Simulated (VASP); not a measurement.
# Ga7Cu4 (a cell with a defect) in VASP: single point with LDA

Aim: the single point of Ga7Cu4 (a cell with a defect) with LDA.

All numbers are computed with VASP 6.6.1; they aren't measurements. Logs are shortened: lines on timing, memory, paths and dates and some standing lists are left out, and cuts for length are marked.

**1. The cell of the first run**

The cell holds a defect, 11 atoms: a = 5.660 Å, b = 5.660 Å, c = 5.839 Å, α = 90.00°, β = 90.00°, γ = 90.00°.

**2. Single point, LDA**

INCAR

```
SYSTEM = Ga7Cu4
PREC = Accurate
ENCUT = 520
EDIFF = 1E-6
ISMEAR = 0
SIGMA = 0.05
LREAL = .False.
LASPH = .True.
NELM = 120
ALGO = Normal
ISIF = 2
LWAVE = .False.
LCHARG = .False.
NBANDS = 78
GGA_COMPAT = .False.
```

KPOINTS

```
regular mesh
0
Gamma
  2 2 2
  0 0 0
```

POSCAR

```
Ga7Cu4
1.0
    5.6600000000      0.0000000000      0.0000000000
    0.0000000000      5.6600000000      0.0000000000
    0.0000000000      0.0000000000      5.8390000000
Ga Cu
7 4
Direct
    0.2500000000      0.2500000000      0.7222194801
    0.2500000000      0.7500000000      0.2729275795
    0.2500000000      0.7500000000      0.7163688867
    0.7500000000      0.2500000000      0.2729275795
    0.7500000000      0.2500000000      0.7163688867
    0.7500000000      0.7500000000      0.2820901647
    0.7500000000      0.7500000000      0.7182949320
    0.0002687235      0.0002687235      0.0009506227
    0.0002687235      0.4997312765      0.0009506227
    0.4997312765      0.0002687235      0.0009506227
    0.4997312765      0.4997312765      0.0009506227
```

Potentials or basis: VASP PAW LDA potentials, release 64 (Ga_d, Cu).

The run is started by

```console
> cat potpaw_LDA.64/Ga_d/POTCAR potpaw_LDA.64/Cu/POTCAR > POTCAR
> mpirun -np 1 vasp_std > vasp.out
```

OUTCAR:

```text
SYSTEM = Ga7Cu4
   PREC = Accurate
   ENCUT = 520
   EDIFF = 1E-6
   ISMEAR = 0
   LREAL = .False.
   LASPH = .True.
   NELM = 120
   ISIF = 2

 ion  position               nearest neighbor table
   1  0.250  0.250  0.722-   8 2.58   9 2.58  10 2.58  11 2.58   3 2.83   5 2.83   3 2.83   5 2.83

   2  0.250  0.750  0.273-   8 2.55   9 2.55  10 2.55  11 2.55   3 2.59   6 2.83   6 2.83
   3  0.250  0.750  0.716-   2 2.59   8 2.60   9 2.60  10 2.60  11 2.60   7 2.83   7 2.83   1 2.83
                             1 2.83
   4  0.750  0.250  0.273-   8 2.55   9 2.55  10 2.55  11 2.55   5 2.59   6 2.83   6 2.83
   5  0.750  0.250  0.716-   4 2.59   8 2.60   9 2.60  10 2.60  11 2.60   7 2.83   7 2.83   1 2.83
                             1 2.83
   6  0.750  0.750  0.282-   7 2.55   8 2.59   9 2.59  10 2.59  11 2.59   4 2.83   2 2.83   4 2.83
                             2 2.83
   7  0.750  0.750  0.718-   6 2.55   8 2.60   9 2.60  10 2.60  11 2.60   5 2.83   3 2.83   5 2.83
                             3 2.83
   8  0.000  0.000  0.001-   2 2.55   4 2.55   1 2.58   6 2.59   7 2.60   3 2.60   5 2.60
   9  0.000  0.500  0.001-   2 2.55   4 2.55   1 2.58   6 2.59   7 2.60   3 2.60   5 2.60
  10  0.500  0.000  0.001-   2 2.55   4 2.55   1 2.58   6 2.59   7 2.60   3 2.60   5 2.60
  11  0.500  0.500  0.001-   2 2.55   4 2.55   1 2.58   6 2.59   7 2.60   3 2.60   5 2.60

  LATTYP: Found a simple tetragonal cell.
 ALAT       =     5.6600000000
 C/A-ratio  =     1.0316254417

  Lattice vectors:

 A1 = (   5.6600000000,   0.0000000000,   0.0000000000)
 A2 = (   0.0000000000,   5.6600000000,   0.0000000000)
 A3 = (   0.0000000000,   0.0000000000,   5.8390000000)

Analysis of symmetry for initial positions (statically):
=====================================================================
 Subroutine PRICEL returns:
 Original cell was already a primitive cell.

 Routine SETGRP: Setting up the symmetry group for a
 simple tetragonal supercell.

 Subroutine GETGRP returns: Found  8 space group operations
 (whereof  2 operations were pure point group operations)
 out of a pool of 16 trial point group operations.

The static configuration has the point symmetry C_1h.
 The point group associated with its full space group is C_4v.

Analysis of symmetry for dynamics (positions and initial velocities):
=====================================================================
 Subroutine PRICEL returns:
 Original cell was already a primitive cell.

 Routine SETGRP: Setting up the symmetry group for a
 simple tetragonal supercell.

 Subroutine GETGRP returns: Found  8 space group operations
 (whereof  2 operations were pure point group operations)
 out of a pool of 16 trial point group operations.

The dynamic configuration has the point symmetry C_1h.
 The point group associated with its full space group is C_4v.

 Subroutine INISYM returns: Found  8 space group operations
 (whereof  2 operations are pure point group operations),
 and found     1 'primitive' translations

----------------------------------------------------------------------------------------

                                     Primitive cell

  volume of cell :     187.0559

  direct lattice vectors                    reciprocal lattice vectors
     5.660000000  0.000000000  0.000000000     0.176678445  0.000000000  0.000000000
     0.000000000  5.660000000  0.000000000     0.000000000  0.176678445  0.000000000
     0.000000000  0.000000000  5.839000000     0.000000000  0.000000000  0.171262202

  length of vectors
     5.660000000  5.660000000  5.839000000     0.176678445  0.176678445  0.171262202

  position of ions in fractional coordinates (direct lattice)
     0.250000000  0.250000000  0.722219480
     0.250000000  0.750000000  0.272927579
     0.250000000  0.750000000  0.716368887
     0.750000000  0.250000000  0.272927579
     0.750000000  0.250000000  0.716368887
     0.750000000  0.750000000  0.282090165
     0.750000000  0.750000000  0.718294932
     0.000268723  0.000268723  0.000950623
     0.000268723  0.499731277  0.000950623
     0.499731277  0.000268723  0.000950623
     0.499731277  0.499731277  0.000950623

  ion indices of the primitive-cell ions
   primitive index   ion index
                 1           1
                 2           2
                 3           3
                 4           4
                 5           5
                 6           6
                 7           7
                 8           8
                 9           9
                10          10
                11          11

----------------------------------------------------------------------------------------

 KPOINTS: regular mesh

Automatic generation of k-mesh.
 Grid dimensions read from file:
 generate k-points for:    2    2    2

 Generating k-lattice:

  Cartesian coordinates                     Fractional coordinates (reciprocal lattice)
     0.088339223  0.000000000  0.000000000     0.500000000  0.000000000  0.000000000
     0.000000000  0.088339223  0.000000000     0.000000000  0.500000000  0.000000000
     0.000000000  0.000000000  0.085631101     0.000000000  0.000000000  0.500000000

  Length of vectors
     0.088339223  0.088339223  0.085631101

  Shift w.r.t. Gamma in fractional coordinates (k-lattice)
     0.000000000  0.000000000  0.000000000

 Subroutine IBZKPT returns following result:
 ===========================================

 Found      6 irreducible k-points:

 Following reciprocal coordinates:
            Coordinates               Weight
  0.000000  0.000000  0.000000      1.000000
  0.500000  0.000000  0.000000      2.000000
  0.500000  0.500000  0.000000      1.000000
  0.000000  0.000000  0.500000      1.000000
  0.500000  0.000000  0.500000      2.000000
  0.500000  0.500000  0.500000      1.000000
   k-points           NKPTS =      6   k-points in BZ     NKDIM =      6   number of bands    NBANDS=     78
   number of dos      NEDOS =    301   number of ions     NIONS =     11
   total plane-waves  NPLWV =  84672
   dimension x,y,z NGX =    42 NGY =   42 NGZ =   48
   dimension x,y,z NGXF=    84 NGYF=   84 NGZF=   96
   ions per type =               7   4
   NGX,Y,Z   is equivalent  to a cutoff of  12.34, 12.34, 13.67 a.u.
   NGXF,Y,Z  is equivalent  to a cutoff of  24.67, 24.67, 27.33 a.u.
 SYSTEM =  Ga7Cu4
   PREC   = accura    normal or accurate (medium, high low for compatibility)
   ISTART =      0    job   : 0-new  1-cont  2-samecut
   ICHARG =      2    charge: 1-file 2-atom 10-const
   ISPIN  =      1    spin polarized calculation?
   LNONCOLLINEAR =      F non collinear calculations
   LSORBIT =      F    spin-orbit coupling
   LASPH  =      T    aspherical Exc in radial PAW
   ENCUT  =  520.0 eV  38.22 Ry    6.18 a.u.  10.52 10.52 10.86*2*pi/ulx,y,z
   NELM   =    120;   NELMIN=  2; NELMDL= -5     # of ELM steps
   EDIFF  = 0.1E-05   stopping-criterion for ELM
   LREAL  =      F    real-space projection
   EDIFFG = 0.1E-04   stopping-criterion for IOM
   NSW    =      0    number of steps for IOM
   IBRION =     -1    ionic relax: 0-MD 1-quasi-New 2-CG
   NFREE  =      0    steps in history (QN), initial steepest desc. (CG)
   ISIF   =      2    stress and relaxation
   ISYM   =      2    0-nonsym 1-usesym 2-fastsym
   POTIM  = 0.5000    time-step for ionic-motion
   TEBEG  =    0.0;   TEEND  =   0.0 temperature during run
   PSTRESS=    0.0 pullay stress
   NELECT =     135.0000    total number of electrons
   NUPDOWN=      -1.0000    fix difference up-down
   EMIN   =  10.00;   EMAX   =-10.00  energy-range for DOS
   EFERMI =   0.00;   METHOD = LEGACY
   ISMEAR =     0;   SIGMA  =   0.05  broadening in eV -4-tet -1-fermi 0-gaus
   EFERMI_NEDOS =   21; number of points for ismear=-14 and -15
   IALGO  =     38    algorithm
   IMIX   =      4    mixing-type and parameters
     AMIX     =   0.40;   BMIX     =  1.00
     AMIX_MAG =   1.60;   BMIX_MAG =  1.00
  volume/ion in A,a.u.               =      17.01       114.76
  Fermi-wavevector in a.u.,A,eV,Ry     =   1.468461  2.774988 29.339285  2.156377
  Thomas-Fermi vector in A             =   2.583956
   LORBIT       =      0    0 simple, 1 ext, 2 COOP (PROOUT), +10 PAW based schemes
   GGA     = CA    functional components
   LHFCALC =     F    Hartree Fock is set to
   AEXX    =    0.0000 exact exchange contribution
   IVDW    =     0    specifies the selected vdW correction
   LEPSILON=     F    determine dielectric tensor
   LRPA    =     F    only Hartree local field effects (RPA)
 non-spin polarized calculation
 Gauss-broadening in eV      SIGMA  =   0.05
  energy-cutoff  :      520.00
  volume of cell :      187.06
 maximum number of plane-waves:      5046
   NGX = 21   NGY = 21   NGZ = 21

 number of electron     135.0000062 magnetization

 Free energy of the ion-electron system (eV)
  ---------------------------------------------------
  ext. energy  EPLUGINS =         0.00000000
  ---------------------------------------------------
  free energy    TOTEN  =       -43.90962348 eV

  energy without entropy =      -43.90256467  energy(sigma->0) =      -43.90609407

 E-fermi :   5.4231     XC(G=0): -11.4306

 val. band max:        5.4230447617   @ k =   0.5000   0.0000   0.5000
 cond. band min:       5.8422669177   @ k =   0.0000   0.0000   0.0000
 fundamental gap:      0.4192221560
 Fermi energy:         5.4230532657

 k-point     1 :       0.0000    0.0000    0.0000
  band No.  band energies     occupation
      1      -9.9329      2.00000
      2      -9.9109      2.00000
      3      -9.8562      2.00000
      4      -9.8534      2.00000
      5      -9.8321      2.00000
      6      -9.8321      2.00000
[... 70 lines left out ...]
     77       9.0742      0.00000
     78      10.4200      0.00000
[... 403 lines left out ...]
     77       8.5369      0.00000
     78       8.8245      0.00000

------------------------ aborting loop because EDIFF is reached ----------------------------------------

  FORCE on cell =-STRESS in cart. coord.  units (eV):
  Direction    XX          YY          ZZ          XY          YZ          ZX
  --------------------------------------------------------------------------------------
  -------------------------------------------------------------------------------------
  Total       -9.1269481     -9.1269481     -6.1073610      0.0000000      0.0000000      0.0000000
  in kB      -78.1744486    -78.1744486    -52.3109777      0.0000000      0.0000000      0.0000000
  external PRESSURE =     -69.5532916 kB  Pullay stress =       0.0000000 kB

 VOLUME and BASIS-vectors are now :
 -----------------------------------------------------------------------------
  energy-cutoff  :      520.00
  volume of cell :      187.06
      direct lattice vectors                 reciprocal lattice vectors
     5.660000000  0.000000000  0.000000000     0.176678445  0.000000000  0.000000000
     0.000000000  5.660000000  0.000000000     0.000000000  0.176678445  0.000000000
     0.000000000  0.000000000  5.839000000     0.000000000  0.000000000  0.171262202

 POSITION                                       TOTAL-FORCE (eV/Angst)
 -----------------------------------------------------------------------------------
      1.41500      1.41500      4.21704         0.000000      0.000000     -0.040522
      1.41500      4.24500      1.59362         0.000000     -0.000000      0.012393
      1.41500      4.24500      4.18288         0.000000     -0.000000     -0.017220
      4.24500      1.41500      1.59362         0.000000      0.000000      0.012393
      4.24500      1.41500      4.18288         0.000000      0.000000     -0.017220
      4.24500      4.24500      1.64712         0.000000      0.000000      0.031207
      4.24500      4.24500      4.19412         0.000000      0.000000     -0.038812
      0.00152      0.00152      0.00555         0.014228      0.014228      0.014445
      0.00152      2.82848      0.00555         0.014228     -0.014228      0.014445
      2.82848      0.00152      0.00555        -0.014228      0.014228      0.014445
      2.82848      2.82848      0.00555        -0.014228     -0.014228      0.014445
 -----------------------------------------------------------------------------------
    total drift:                                0.000000      0.000000      0.001399

  FREE ENERGIE OF THE ION-ELECTRON SYSTEM (eV)
  ---------------------------------------------------
  free  energy   TOTEN  =       -43.9096234814 eV

  energy  without entropy=      -43.9025646667  energy(sigma->0) =      -43.90609407
```

Wall time 2 min (1 thread of Intel Xeon Platinum 8375C at 2.90GHz (Ice Lake), shared host); peak memory 0.25 GiB.

Results:

| Property | Result |
| --- | --- |
| Free energy | -43.9096 eV |
| Pressure | -7.0 GPa |
| Largest force | 0.041 eV/Å |
| Band gap on the k mesh | zero (an odd number of electrons rules out a gap without spin polarisation) |

Forces in eV/Å, atoms in the order of the input:
```
Ga   0.000  0.000 -0.041
Ga   0.000  0.000  0.012
Ga   0.000  0.000 -0.017
Ga   0.000  0.000  0.012
Ga   0.000  0.000 -0.017
Ga   0.000  0.000  0.031
Ga   0.000  0.000 -0.039
Cu   0.014  0.014  0.014
Cu   0.014 -0.014  0.014
Cu  -0.014  0.014  0.014
Cu  -0.014 -0.014  0.014
```

Caveat: the k points lie up to 0.56 Å⁻¹ apart, too coarse for converged energies and pressures of a metal.
